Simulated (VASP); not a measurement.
# SiO2: relaxation of the atoms with LDA

The system is SiO2.

```
CELL_PARAMETERS angstrom
-4.31772 4.31772 4.31772
4.31772 -4.31772 4.31772
4.31772 4.31772 -4.31772
ATOMIC_POSITIONS crystal
Si 0.50000 0.25000 0.75000
Si 0.50000 0.75000 0.25000
Si 0.25000 0.75000 0.50000
Si 0.75000 0.25000 0.50000
Si 0.25000 0.50000 0.75000
Si 0.75000 0.50000 0.25000
O 0.34906 0.00000 0.65094
O 0.65094 0.65094 0.30189
O 0.34906 0.65094 0.00000
O 0.34906 0.69811 0.34906
O 0.65094 0.30189 0.65094
O 0.00000 0.34906 0.65094
O 0.69811 0.34906 0.34906
O 0.65094 0.34906 0.00000
O 0.00000 0.65094 0.34906
O 0.30189 0.65094 0.65094
O 0.34906 0.34906 0.69811
O 0.65094 0.00000 0.34906
```

```
Program                : VASP 6.6.1
Task                   : relaxation of the atoms
Functional             : LDA
Potentials or basis    : VASP PAW LDA potentials, release 64 (Si, O)
Cutoff                 : 520 eV
k mesh                 : 4 × 4 × 4
Occupations            : gaussian, width 0.02 eV
Spin                   : no spin polarisation
Dipole correction      : no
Further INCAR settings : LREAL = Auto; ALGO = Normal; EDIFF = 1e-06; IBRION = 2; EDIFFG = -0.01; NSW = 50
```

```yaml
Energy_gained_by_relaxing: 2.2 meV/atom
Ionic_steps: 4
Pressure_after_relaxing: 12.1 GPa
Largest_force_after_relaxing: 0.004 eV/Å
Band_gap_on_the_k_mesh: 5.41 eV
```

Forces in eV/Å, atoms in the order of the input:
```
Si   0.000  0.000  0.000
Si   0.000  0.000  0.000
Si   0.000  0.000  0.000
Si   0.000  0.000  0.000
Si   0.000  0.000  0.000
Si   0.000  0.000  0.000
O    0.003  0.000 -0.003
O    0.003  0.003  0.000
O    0.003 -0.003  0.000
O   -0.003  0.000 -0.003
O    0.003  0.000  0.003
O    0.000  0.003 -0.003
O    0.000 -0.003 -0.003
O   -0.003  0.003  0.000
O    0.000 -0.003  0.003
O    0.000  0.003  0.003
O   -0.003 -0.003  0.000
O   -0.003  0.000  0.003
```

The path:
```
step  energy change (eV)  largest force (eV/Å)  pressure (GPa)
   1              0.0000                0.2655           13.34
   2             -0.0304                0.1278           12.69
   3             -0.0396                0.0142           12.16
   4             -0.0398                0.0036           12.09
```

Final structure:
```
Si O
1.0
    -4.31772    4.31772    4.31772
     4.31772   -4.31772    4.31772
     4.31772    4.31772   -4.31772
Si O
6 12
Direct
  0.50000 0.25000 0.75000
  0.50000 0.75000 0.25000
  0.25000 0.75000 0.50000
  0.75000 0.25000 0.50000
  0.25000 0.50000 0.75000
  0.75000 0.50000 0.25000
  0.34702 0.00000 0.65298
  0.65298 0.65298 0.30596
  0.34702 0.65298 0.00000
  0.34702 0.69404 0.34702
  0.65298 0.30596 0.65298
  0.00000 0.34702 0.65298
  0.69404 0.34702 0.34702
  0.65298 0.34702 0.00000
  0.00000 0.65298 0.34702
  0.30596 0.65298 0.65298
  0.34702 0.34702 0.69404
  0.65298 0.00000 0.34702
```

Levels at points of the mesh, in eV from the valence-band top:
```tsv
k point	band 46	band 47	band 48	band 49	band 50	band 51
(0.00, 0.00, 0.00)	-0.87	-0.87	0.00	5.41	8.47	8.47
(0.50, 0.00, 0.00)	-0.75	-0.45	-0.34	6.66	6.80	8.38
(0.50, 0.50, 0.50)	-0.37	-0.37	-0.37	7.43	7.43	7.47
```

Wall time 7 min on 1 thread of Oxide Virtual Turin-like Processor, with other jobs on the host, peak memory 0.34 GiB.

A k mesh can miss the band edges.
